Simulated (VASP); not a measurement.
# CaO (F-43m) in VASP: notebook

CaO is run at these levels: PBE-based screened hybrid with 20 % exact exchange, PBE-based screened hybrid with 75 % exact exchange, PBE-based screened hybrid with 100 % exact exchange; tasks: single point.

Program: VASP 6.6.1. These are calculated values, not measurements. Logs are shortened: lines on timing, memory, paths and dates and some standing lists are left out, and cuts for length are marked.

### Step 1. The cell of the first run

Symmetry: F-43m, No. 216, cubic system. The conventional cell has a = 5.213 Å, b = 5.213 Å, c = 5.213 Å, α = 90.00°, β = 90.00°, γ = 90.00°. Ca (site symmetry -43m) has 4 O at 2.26 Å within 3.0 Å. O (site symmetry -43m) has 4 Ca at 2.26 Å within 3.0 Å.

### Step 2. Single point, PBE-based screened hybrid with 20 % exact exchange

The input, POSCAR:

```
CaO
1.0
    0.0000000000      2.6067317416      2.6067317416
    2.6067317416      0.0000000000      2.6067317416
    2.6067317416      2.6067317416      0.0000000000
Ca O
1 1
Direct
    0.0000000000      0.0000000000      0.0000000000
    0.2500000000      0.2500000000      0.2500000000
```

The input, INCAR.step1:

```
PREC     = Accurate       # precision mode
ENCUT    = 520            # plane-wave cutoff, eV
EDIFF    = 1E-5           # SCF threshold, eV
ISMEAR   = 0              # smearing method
SIGMA    = 0.01           # smearing width, eV
LREAL    = F              # projectors in reciprocal space
LASPH    = T              # aspherical terms in the spheres
NELM     = 60             # most SCF steps
ALGO     = Normal         # electronic algorithm
ISIF     = 2              # what is computed and relaxed
LWAVE    = T              # write WAVECAR
NBANDS   = 15             # bands
GGA      = PE             # functional
```

The input, INCAR.step2:

```
PREC     = Accurate       # precision mode
ENCUT    = 520            # plane-wave cutoff, eV
EDIFF    = 1E-7           # SCF threshold, eV
ISMEAR   = 0              # smearing method
SIGMA    = 0.01           # smearing width, eV
LREAL    = F              # projectors in reciprocal space
LASPH    = T              # aspherical terms in the spheres
NELM     = 60             # most SCF steps
ALGO     = Normal         # electronic algorithm
ISIF     = 2              # what is computed and relaxed
LWAVE    = F              # write WAVECAR
LCHARG   = T              # write CHGCAR
GGA      = PE             # functional
LHFCALC  = T              # exact exchange
AEXX     = 0.2            # exact-exchange fraction
HFSCREEN = 0.3            # screening, 1/A
PRECFOCK = Normal       
LELF     = T              # ELF
LVHAR    = T            
NBANDS   = 15             # bands
ISTART   = 1
```

The input, KPOINTS:

```
regular mesh
0
Gamma
  4 4 4
```

Potentials or basis: VASP PAW PBE potentials, release 64 (Ca_sv, O).

Run with:

```sh
cat potpaw_PBE.64/Ca_sv/POTCAR potpaw_PBE.64/O/POTCAR > POTCAR
cp INCAR.step1 INCAR
mpirun -np 1 vasp_std > vasp.out
cp INCAR.step2 INCAR
mpirun -np 1 vasp_std > vasp.out
```

OUTCAR:

```text
PREC = Accurate
   ENCUT = 520
   EDIFF = 1E-7
   ISMEAR = 0
   LREAL = F
   LASPH = T
   NELM = 60
   ISIF = 2
   GGA = PE
   LHFCALC = T
   AEXX = 0.2
   HFSCREEN = 0.3
   PRECFOCK = Normal
   ISTART = 1

 ion  position               nearest neighbor table
   1  0.000  0.000  0.000-   2 2.26   2 2.26   2 2.26   2 2.26
   2  0.250  0.250  0.250-   1 2.26   1 2.26   1 2.26   1 2.26

  LATTYP: Found a face centered cubic cell.
 ALAT       =     5.2134634832

  Lattice vectors:

 A1 = (   0.0000000000,   2.6067317416,   2.6067317416)
 A2 = (   2.6067317416,   0.0000000000,   2.6067317416)
 A3 = (   2.6067317416,   2.6067317416,   0.0000000000)

Analysis of symmetry for initial positions (statically):
=====================================================================
 Subroutine PRICEL returns:
 Original cell was already a primitive cell.

 Routine SETGRP: Setting up the symmetry group for a
 face centered cubic supercell.

 Subroutine GETGRP returns: Found 24 space group operations
 (whereof 24 operations were pure point group operations)
 out of a pool of 48 trial point group operations.

The static configuration has the point symmetry T_d .

Analysis of symmetry for dynamics (positions and initial velocities):
=====================================================================
 Subroutine PRICEL returns:
 Original cell was already a primitive cell.

 Routine SETGRP: Setting up the symmetry group for a
 face centered cubic supercell.

 Subroutine GETGRP returns: Found 24 space group operations
 (whereof 24 operations were pure point group operations)
 out of a pool of 48 trial point group operations.

The dynamic configuration has the point symmetry T_d .

 Subroutine INISYM returns: Found 24 space group operations
 (whereof 24 operations are pure point group operations),
 and found     1 'primitive' translations

----------------------------------------------------------------------------------------

                                     Primitive cell

  volume of cell :      35.4257

  direct lattice vectors                    reciprocal lattice vectors
     0.000000000  2.606731742  2.606731742    -0.191811068  0.191811068  0.191811068
     2.606731742  0.000000000  2.606731742     0.191811068 -0.191811068  0.191811068
[... 83 lines left out ...]
   ISMEAR =     0;   SIGMA  =   0.01  broadening in eV -4-tet -1-fermi 0-gaus
   EFERMI_NEDOS =   21; number of points for ismear=-14 and -15
   IALGO  =     38    algorithm
   IMIX   =      1    mixing-type and parameters
     AMIX     =   0.40;   BMIX     =  1.00
     AMIX_MAG =   1.60;   BMIX_MAG =  1.00
  volume/ion in A,a.u.               =      17.71       119.53
  Fermi-wavevector in a.u.,A,eV,Ry     =   1.256055  2.373599 21.465543  1.577673
  Thomas-Fermi vector in A             =   2.389781
   LORBIT       =      0    0 simple, 1 ext, 2 COOP (PROOUT), +10 PAW based schemes
   GGA     = PE    functional components
   LHFCALC =     T    Hartree Fock is set to
   PRECFOCK=normal    Normal, Fast or Accurate (Low or Medium for compatibility)
   ENCUT4O =  -1.0   cutoff for four orbital integrals eV
   NKREDX  =     1    reduce k-point grid by
   NKREDY  =     1    reduce k-point grid by
   NKREDZ  =     1    reduce k-point grid by
   AEXX    =    0.2000 exact exchange contribution
   HFSCREEN=    0.3000 screening length (either q_TF or 0.3 A-1)
   HFSCREENC=   0.3000 screening length for correlation (either q_TF or 0.3 A-1)
   ENCUTFOCK=  -1.0 apply spherical cutoff to Coloumb kernel
   IVDW    =     0    specifies the selected vdW correction
   LEPSILON=     F    determine dielectric tensor
   LRPA    =     F    only Hartree local field effects (RPA)
 non-spin polarized calculation
 Gauss-broadening in eV      SIGMA  =   0.01
  energy-cutoff  :      520.00
  volume of cell :       35.43
 maximum number of plane-waves:       960
  NGX = 24; NGY = 24; NGZ = 24

 number of electron      15.9999998 magnetization

 Free energy of the ion-electron system (eV)
  ---------------------------------------------------
  ext. energy  EPLUGINS =         0.00000000
  ---------------------------------------------------
  free energy    TOTEN  =       -13.85013366 eV

  energy without entropy =      -13.85013366  energy(sigma->0) =      -13.85013366

 E-fermi :  -0.0379     XC(G=0):  -7.8963

 val. band max:       -0.2379648675   @ k =  -0.2500   0.5000   0.2500
 cond. band min:       3.9998457717   @ k =   0.0000   0.0000   0.0000
 fundamental gap:      4.2378106392
 Fermi energy:        -0.0379266481

 k-point     1 :       0.0000    0.0000    0.0000
  band No.  band energies     occupation
      1     -39.3782      2.00000
      2     -19.1511      2.00000
      3     -19.1511      2.00000
      4     -19.1511      2.00000
      5     -16.1598      2.00000
      6      -0.8621      2.00000
      7      -0.8621      2.00000
      8      -0.8621      2.00000
      9       3.9998      0.00000
     10       9.1977      0.00000
     11       9.1977      0.00000
     12      10.8791      0.00000
     13      10.8791      0.00000
     14      10.8791      0.00000
[... 113 lines left out ...]
      2     -19.9729      2.00000
      3     -19.3806      2.00000
      4     -19.3050      2.00000
      5     -15.1590      2.00000
      6      -1.0969      2.00000
      7      -0.8311      2.00000
      8      -0.2380      2.00000
      9       5.7982      0.00000
     10       7.4194      0.00000
     11       9.8195      0.00000
     12      10.5370      0.00000
     13      11.3620      0.00000
     14      14.0207      0.00000
     15      14.6548      0.00000

------------------------ aborting loop because EDIFF is reached ----------------------------------------

  FORCE on cell =-STRESS in cart. coord.  units (eV):
  Direction    XX          YY          ZZ          XY          YZ          ZX
  --------------------------------------------------------------------------------------
  -------------------------------------------------------------------------------------
  Total        0.1980072      0.1980072      0.1980072      0.0000000      0.0000000     -0.0000000
  in kB        8.9551439      8.9551439      8.9551439      0.0000000      0.0000000     -0.0000000
  external PRESSURE =       8.9551439 kB  Pullay stress =       0.0000000 kB

 VOLUME and BASIS-vectors are now :
 -----------------------------------------------------------------------------
  energy-cutoff  :      520.00
  volume of cell :       35.43
      direct lattice vectors                 reciprocal lattice vectors
     0.000000000  2.606731742  2.606731742    -0.191811068  0.191811068  0.191811068
     2.606731742  0.000000000  2.606731742     0.191811068 -0.191811068  0.191811068
     2.606731742  2.606731742  0.000000000     0.191811068  0.191811068 -0.191811068

 POSITION                                       TOTAL-FORCE (eV/Angst)
 -----------------------------------------------------------------------------------
      0.00000      0.00000      0.00000         0.000000      0.000000      0.000000
      1.30337      1.30337      1.30337        -0.000000     -0.000000     -0.000000
 -----------------------------------------------------------------------------------
    total drift:                               -0.000001     -0.000000     -0.000001

  FREE ENERGIE OF THE ION-ELECTRON SYSTEM (eV)
  ---------------------------------------------------
  free  energy   TOTEN  =       -13.8501336616 eV

  energy  without entropy=      -13.8501336616  energy(sigma->0) =      -13.85013366
```

OSZICAR.step1:

```text
N       E                     dE             d eps       ncg     rms          rms(c)
DAV:   1     0.129746263529E+03    0.12975E+03   -0.81512E+03   240   0.106E+03
DAV:   2    -0.843063556443E+01   -0.13818E+03   -0.12859E+03   296   0.286E+02
DAV:   3    -0.148637254880E+02   -0.64331E+01   -0.63906E+01   282   0.620E+01
DAV:   4    -0.150717700994E+02   -0.20804E+00   -0.20801E+00   353   0.974E+00
DAV:   5    -0.150727225885E+02   -0.95249E-03   -0.95249E-03   268   0.794E-01    0.972E+00
DAV:   6    -0.125499639213E+02    0.25228E+01   -0.85131E+00   254   0.252E+01    0.418E+00
DAV:   7    -0.124484627084E+02    0.10150E+00   -0.85395E-01   262   0.843E+00    0.200E+00
DAV:   8    -0.124373875535E+02    0.11075E-01   -0.13623E-01   261   0.379E+00    0.469E-01
DAV:   9    -0.124363770324E+02    0.10105E-02   -0.97620E-03   304   0.892E-01    0.168E-01
DAV:  10    -0.124382607664E+02   -0.18837E-02   -0.17527E-03   247   0.332E-01    0.577E-02
DAV:  11    -0.124383878399E+02   -0.12707E-03   -0.83493E-04   297   0.195E-01    0.428E-02
DAV:  12    -0.124383615002E+02    0.26340E-04   -0.11267E-04   303   0.113E-01    0.513E-03
DAV:  13    -0.124383611043E+02    0.39584E-06   -0.60605E-06   183   0.302E-02
   1 F= -.12438361E+02 E0= -.12438361E+02  d E =-.517580-158
```

Wall time 9.2 min (1 thread of Oxide Virtual Turin-like, shared host); peak memory 0.24 GiB.

What came out:

| Item | Value |
| --- | --- |
| Free energy | -13.8501 eV |
| Pressure | 0.9 GPa |
| Band gap on the k mesh | 4.24 eV (least direct gap 4.86 eV) |

Levels at points of the mesh, in eV from the valence-band top:
```csv
k point,band 4,band 5,band 6,band 7,band 8,band 9,band 10,band 11,band 12,band 13
"(0.00, 0.00, 0.00)",-18.91,-15.92,-0.62,-0.62,-0.62,4.24,9.44,9.44,11.12,11.12
"(0.50, 0.00, 0.00)",-18.97,-15.16,-1.03,-0.36,-0.36,7.28,9.27,9.27,9.27,10.92
"(0.50, 0.50, 0.00)",-19.06,-14.94,-1.47,0.00,0.00,5.98,7.84,10.60,10.87,10.87
```

Caveat: the k points lie up to 0.52 Å⁻¹ apart; the structure was generated, so it needn't be the stable form of CaO; the PAW data sets were made with another functional, which shifts forces and pressure a little. A k mesh can miss the band edges.

### Step 3. Single point, PBE-based screened hybrid with 75 % exact exchange

POSCAR is that of step 2.

The input, INCAR.step1:

```
SYSTEM = CaO
PREC     = Accurate       ! precision mode
ENCUT    = 520            ! plane-wave cutoff, eV
EDIFF    = 1E-5           ! SCF threshold, eV
ISMEAR   = 0              ! smearing method
SIGMA    = 0.01           ! smearing width, eV
LREAL    = .False.        ! projectors in reciprocal space
LASPH    = .True.         ! aspherical terms in the spheres
NELM     = 100            ! most SCF steps
ALGO     = Normal         ! electronic algorithm
ISIF     = 2              ! what is computed and relaxed
LWAVE    = .True.         ! write WAVECAR
LCHARG   = .False.        ! write CHGCAR
NBANDS   = 15             ! bands
GGA      = PE             ! functional
```

The input, INCAR.step2:

```
SYSTEM = CaO
PREC     = Accurate       ! precision mode
ENCUT    = 520            ! plane-wave cutoff, eV
EDIFF    = 1E-6           ! SCF threshold, eV
ISMEAR   = 0              ! smearing method
SIGMA    = 0.01           ! smearing width, eV
LREAL    = .False.        ! projectors in reciprocal space
LASPH    = .True.         ! aspherical terms in the spheres
NELM     = 100            ! most SCF steps
ALGO     = Normal         ! electronic algorithm
ISIF     = 2              ! what is computed and relaxed
LWAVE    = .False.        ! write WAVECAR
LCHARG   = .False.        ! write CHGCAR
GGA      = PE             ! functional
LHFCALC  = .True.         ! exact exchange
AEXX     = 0.75           ! exact-exchange fraction
HFSCREEN = 0.2078         ! screening, 1/A
PRECFOCK = Normal       
NBANDS   = 15             ! bands
ISTART   = 1
```

The input, KPOINTS:

```
regular mesh
0
Gamma
  4 4 4
  0 0 0
```

Potentials or basis: VASP PAW PBE potentials, release 64 (Ca_sv, O).

Run with:

```sh
cat potpaw_PBE.64/Ca_sv/POTCAR potpaw_PBE.64/O/POTCAR > POTCAR
cp INCAR.step1 INCAR
mpirun -np 1 vasp_std > vasp.out
cp INCAR.step2 INCAR
mpirun -np 1 vasp_std > vasp.out
```

Wall time 9.6 min (1 thread of Oxide Virtual Turin-like, shared host); peak memory 0.24 GiB.

Results (log left out):

```yaml
Free_energy: -18.8251 eV
Pressure: -1.7 GPa
Band_gap_on_the_k_mesh: 7.76 eV (least direct gap 8.38 eV)
```

Levels at points of the mesh, in eV from the valence-band top:
```
           k point  band 5  band 6  band 7  band 8  band 9  band 10  band 11  band 12
(0.00, 0.00, 0.00)  -19.04   -0.61   -0.61   -0.61    7.76    14.60    14.60    16.34
(0.50, 0.00, 0.00)  -17.86   -1.11   -0.34   -0.34   11.37    13.12    14.15    14.15
(0.50, 0.50, 0.00)  -17.54   -1.56    0.00    0.00    9.85    12.15    16.17    16.24
```

Caveat: the k points lie up to 0.52 Å⁻¹ apart; the structure was generated, so it needn't be the stable form of CaO; the PAW data sets were made with another functional, which shifts forces and pressure a little. A k mesh can miss the band edges.

### Step 4. Single point, PBE-based screened hybrid with 100 % exact exchange

POSCAR is that of step 3.

The input, INCAR.step1:

```
PREC = Accurate
ENCUT = 520
EDIFF = 1E-5
ISMEAR = 0
SIGMA = 0.01
LREAL = F
LASPH = T
NELM = 60
ALGO = Normal
ISIF = 2
LWAVE = T
LCHARG = F
NBANDS = 15
GGA = PE
```

The input, INCAR.step2:

```
PREC = Accurate
ENCUT = 520
EDIFF = 1E-7
ISMEAR = 0
SIGMA = 0.01
LREAL = F
LASPH = T
NELM = 60
ALGO = Normal
ISIF = 2
LWAVE = F
LCHARG = F
GGA = PE
LHFCALC = T
AEXX = 1.0
HFSCREEN = 0.1
PRECFOCK = Normal
NBANDS = 15
ISTART = 1
ALDAC = 1.0
AGGAC = 1.0
```

The input, KPOINTS:

```
regular mesh
0
Gamma
  4 4 4
```

Run with:

```sh
cat potpaw_PBE.64/Ca_sv/POTCAR potpaw_PBE.64/O/POTCAR > POTCAR
cp INCAR.step1 INCAR
mpirun -np 1 vasp_std > vasp.out
cp INCAR.step2 INCAR
mpirun -np 1 vasp_std > vasp.out
```

Wall time 13 min (1 thread of Oxide Virtual Turin-like, shared host); peak memory 0.24 GiB.

Results (log left out):

```
Free energy            : -22.3644 eV
Pressure               : -3.4 GPa
Band gap on the k mesh : 10.89 eV (least direct gap 11.50 eV)
```

Levels at points of the mesh, in eV from the valence-band top:
```csv
k point,band 5,band 6,band 7,band 8,band 9,band 10,band 11,band 12
"(0.00, 0.00, 0.00)",-20.45,-0.61,-0.61,-0.61,10.89,18.56,18.56,20.26
"(0.50, 0.00, 0.00)",-19.00,-1.15,-0.33,-0.33,14.71,16.40,17.93,17.93
"(0.50, 0.50, 0.00)",-18.64,-1.61,0.00,0.00,13.10,15.62,20.27,20.27
```

Caveat: the k points lie up to 0.52 Å⁻¹ apart; the structure was generated, so it needn't be the stable form of CaO; the PAW data sets were made with another functional, which shifts forces and pressure a little.

### Step 5. Overview

| level | share of exact exchange | screening parameter | gap on the mesh (eV) | pressure (GPa) |
| --- | --- | --- | --- | --- |
| PBE-based screened hybrid with 20 % exact exchange | 0.2 | 0.3 1/Å | 4.24 | 0.9 |
| PBE-based screened hybrid with 75 % exact exchange | 0.75 | 0.2078 1/Å | 7.76 | -1.7 |
| PBE-based screened hybrid with 100 % exact exchange | 1 | 0.1 1/Å | 10.89 | -3.4 |

Alike in all rows: task single point; potentials or basis VASP PAW PBE potentials, release 64 (Ca_sv, O); no spin polarisation; cell as given; k mesh 4 × 4 × 4; cutoff (eV) 520; smearing gaussian 0.01 eV.

Caveats: all runs use coarse meshes; the structure was generated, so it needn't be the stable form of CaO; the PAW data sets were made with another functional, which shifts forces and pressure a little.

Total energies depend on the potentials used, so only differences within one code and one set of settings carry meaning.
